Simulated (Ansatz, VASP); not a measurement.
## Two plane-wave programs on TiO2

The input INCAR:

```
SYSTEM = TiO2
PREC = Accurate
ENCUT = 520
EDIFF = 1E-6
ISMEAR = 0
SIGMA = 0.05
LREAL = .FALSE.
LASPH = .TRUE.
NELM = 150
ALGO = Normal
ISIF = 2
LWAVE = .FALSE.
LCHARG = .FALSE.
LMAXMIX = 4
LDAU = .TRUE.
LDAUTYPE = 2
LDAUL = 2 -1
LDAUU = 4 0
LDAUJ = 0 0
LDAUPRINT = 1
GGA = PE
NBANDS = 33
```

KPOINTS

```
Automatic mesh
0
G
  6 6 10
  0 0 0
```

Contents of POSCAR:

```
TiO2
1.0
    4.4547671155      0.0000000000      0.0000000000
    0.0000000000      4.4547671155      0.0000000000
    0.0000000000      0.0000000000      2.7658729780
Ti O
2 4
Direct
    0.0000000000      0.0000000000      0.0000000000
    0.5000000000      0.5000000000      0.5000000000
    0.3056475955      0.3056475955      0.0000000000
    0.1943524045      0.8056475955      0.5000000000
    0.6943524045      0.6943524045      0.0000000000
    0.8056475955      0.1943524045      0.5000000000
```

Input for Ansatz:

```yaml
crystal:
  lattice:
    - [4.4547671155, 0.0, 0.0]
    - [0.0, 4.4547671155, 0.0]
    - [0.0, 0.0, 2.765872978]
  atoms:
    - { symbol: Ti, position: [0.0, 0.0, 0.0] }
    - { symbol: Ti, position: [0.5, 0.5, 0.5] }
    - { symbol: O, position: [0.3056475955, 0.3056475955, 0.0] }
    - { symbol: O, position: [0.1943524045, 0.8056475955, 0.5] }
    - { symbol: O, position: [0.6943524045, 0.6943524045, 0.0] }
    - { symbol: O, position: [0.8056475955, 0.1943524045, 0.5] }
basis:
  ecutwfc: 420
kpoints:
  mp_grid: { grid: [6, 6, 10] }
hamiltonian:
  xc: pbe
  hubbard: { sites: [{ species: Ti, l: d, u_eff: 4.0 }] }
scf:
  occupations: { method: gaussian, width: 0.05 }
output:
  forces: true
  stress: true
  eigenvalues: true
  write_density: true
  write_potential: true
  elf: true
  volumetric_format: npy
```

Change from the starting cell: strain -0.040 along x and y, -0.080 along z, atoms carried along.

Alike in both runs: task single point; functional PBE; k mesh 6 × 6 × 10; occupations gaussian, width 0.05 eV; no spin polarisation; Hubbard terms Ti d U = 4.0 eV.

```csv
,VASP,Ansatz
version,VASP 6.6.1,Ansatz 0.2.0
potentials or method,"VASP PAW PBE potentials, release 64 (Ti_sv, O), cutoff 520 eV","scalar-relativistic, plane waves, PAW"
valence electrons in the cell,48,48
```

Ansatz gave:

```
gap on the k mesh at the Fermi level (eV)                     : 2.73
least direct gap on the mesh (eV)                             : 2.76
pressure (GPa)                                                : 55.2
traceless stress, the component that is largest in VASP (GPa) : 20.51
rms of the force components (eV/Å)                            : 0.637
```

Problem. Which values does VASP return?

Solution. gap on the k mesh at the Fermi level (eV): 2.81; least direct gap on the mesh (eV): 2.81; pressure (GPa): 62.1; traceless stress, the component that is largest in VASP (GPa): 22.22; rms of the force components (eV/Å): 0.761.

The programs project onto different local orbitals, so the same U acts differently, and such runs can settle in different states. Atom by atom the forces differ by 0.124 eV/Å (rms over components). The pressures are high and differ by over a tenth, so treat them with care.

Noted on VASP's run: the cell as given lies far from equilibrium.
